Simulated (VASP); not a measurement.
## Y: single point with PBE

The system is Y.

```xyz
1
Lattice="0.0000 2.5337 2.5337 2.5337 0.0000 2.5337 2.5337 2.5337 0.0000" Properties=species:S:1:pos:R:3 pbc="T T T"
Y     0.0000    0.0000    0.0000
```

This cell differs from its parent crystal: volume scaled by 1.06.

```
Program             : VASP 6.6.1
Task                : single point
Functional          : PBE
Potentials or basis : VASP PAW PBE potentials, release 64 (Y_sv)
Cutoff              : 520 eV
k mesh              : 14 × 14 × 14
Occupations         : fermi-dirac, width 0.03 eV
Spin                : no spin polarisation
```

* Pressure: -0.2 GPa

Levels at points of the mesh, in eV from the Fermi level:
```tsv
k point	band 1	band 2	band 3	band 4	band 5	band 6	band 7	band 8	band 9	band 10
(0.00, 0.00, 0.00)	-42.69	-22.39	-22.39	-22.39	-4.77	1.77	1.77	1.77	3.78	3.78
(0.50, 0.00, 0.00)	-42.63	-22.96	-22.47	-22.47	-1.99	0.60	1.61	1.61	5.23	5.23
(0.50, 0.50, 0.00)	-42.61	-22.92	-22.59	-22.59	-1.76	-0.88	2.07	5.24	5.64	5.64
```

Wall time 39 s on 1 thread of Intel(R) Xeon(R) Platinum 8375C CPU @ 2.90GHz (Ice Lake) (shared host), peak memory 0.2 GiB.
